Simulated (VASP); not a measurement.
## V: relaxation of cell and atoms with PBE

The system is V.

```xyz
2
Lattice="0.0000 2.1879 2.1879 2.1879 0.0000 2.1879 2.1879 2.1879 0.0000" Properties=species:S:1:pos:R:3 pbc="T T T"
V    -0.5470   -0.5470   -0.5470
V     0.5470    0.5470    0.5470
```

| Property | Result |
| --- | --- |
| Program | VASP 6.6.1 |
| Task | relaxation of cell and atoms |
| Functional | PBE |
| Potentials or basis | VASP PAW PBE potentials, release 64 (V_sv) |
| Cutoff | 600 eV |
| k mesh | 15 × 15 × 15 |
| Occupations | fermi-dirac, width 0.1 eV |
| Spin | no spin polarisation |
| Target pressure | 130 GPa |
| Dipole correction | no |
| Further INCAR settings | ALGO = Normal; EDIFF = 1e-07; IBRION = 2; EDIFFG = -0.005; NSW = 60; ISIF = 3 |

The relaxed volume is 10.55 Å³/atom. The relaxed cell is a = 3.102 Å, b = 3.102 Å, c = 3.102 Å, α = 60.00°, β = 60.00°, γ = 60.00°. The space group after relaxing (to 0.05 Å) is Fd-3m (No. 227) and the energy change on relaxing (the enthalpy is what falls) is -66.2 meV/atom. The ionic steps are 3, the pressure after relaxing is 129.9 GPa and the band gap on the k mesh is zero (band 13 reaches 14.55 eV, above the bottom of band 14 at 11.79 eV).

Step by step:
```
step  energy change (eV)  largest force (eV/Å)  pressure (GPa)  volume (Å³)
   1              0.0000                0.0000          134.24        20.95
   2             -0.6554                0.0000          112.82        21.80
   3             -0.1325                0.0000          129.93        21.11
```

Final structure:
```xyz
2
Lattice="0.0000 2.1935 2.1935 2.1935 0.0000 2.1935 2.1935 2.1935 0.0000" Properties=species:S:1:pos:R:3 pbc="T T T"
V     3.8385    3.8385    3.8385
V     0.5484    0.5484    0.5484
```

Levels at points of the mesh, in eV from the Fermi level:
| k point | band 10 | band 11 | band 12 | band 13 | band 14 | band 15 | band 16 | band 17 |
| --- | --- | --- | --- | --- | --- | --- | --- | --- |
| (0.00, 0.00, 0.00) | -3.45 | -3.45 | -1.31 | -1.31 | -1.31 | 2.41 | 2.41 | 2.41 |

It took 55 s on 1 thread of Intel(R) Xeon(R) 6975P-C (Granite Rapids), with other jobs on the host, peak memory 0.2 GiB.

Caveat: the cell is relaxed towards a set pressure, so the enthalpy falls and the energy may rise.
